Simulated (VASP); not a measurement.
Wanted: the native input for a VASP 6.6.1 run.

```
Task                   : single point
Functional             : PBE
Potentials or basis    : VASP PAW PBE potentials, release 64 (Si, O)
Cutoff                 : 520 eV
k mesh                 : 6 × 6 × 8
Occupations            : gaussian, width 0.05 eV
Spin                   : no spin polarisation
Dipole correction      : no
Further INCAR settings : ALGO = Normal; EDIFF = 1e-06; NBANDS = 25
```

The structure of SiO2 lies in POSCAR:

```
SiO2
1.0
    4.3312000000      0.0000000000      0.0000000000
    0.0000000000      4.3312000000      0.0000000000
    0.0000000000      0.0000000000      2.4477000000
Si O
2 4
Direct
    0.5000000000      0.5000000000      0.5000000000
    0.0000000000      0.0000000000      0.0000000000
    0.6930127928      0.6930127928      0.0000000000
    0.1930127928      0.8069872072      0.5000000000
    0.3069872072      0.3069872072      0.0000000000
    0.8069872072      0.1930127928      0.5000000000
```

The input as run:

INCAR

```
PREC = Accurate ; ENCUT = 520
EDIFF = 1E-6 ; ISMEAR = 0
SIGMA = 0.05 ; LREAL = False
LASPH = True ; NELM = 60
ALGO = Normal ; ISIF = 2
LWAVE = False ; LCHARG = False
GGA = PE ; NBANDS = 25
```

KPOINTS

```
regular mesh
0
Gamma
  6 6 8
```

Potentials or basis: VASP PAW PBE potentials, release 64 (Si, O).

The run is started by

```bash
$ cat potpaw_PBE.64/Si/POTCAR potpaw_PBE.64/O/POTCAR > POTCAR
$ mpirun -np 1 vasp_std > vasp.out
```

Results of the run:

The pressure is 26.7 GPa. The largest force is 0.247 eV/Å and the band gap on the k mesh is 6.10 eV.

Caveat: the cell stands under pressure.

It took 50 s on 1 thread of Intel Xeon 8259CL (shared host), peak memory 0.17 GiB.
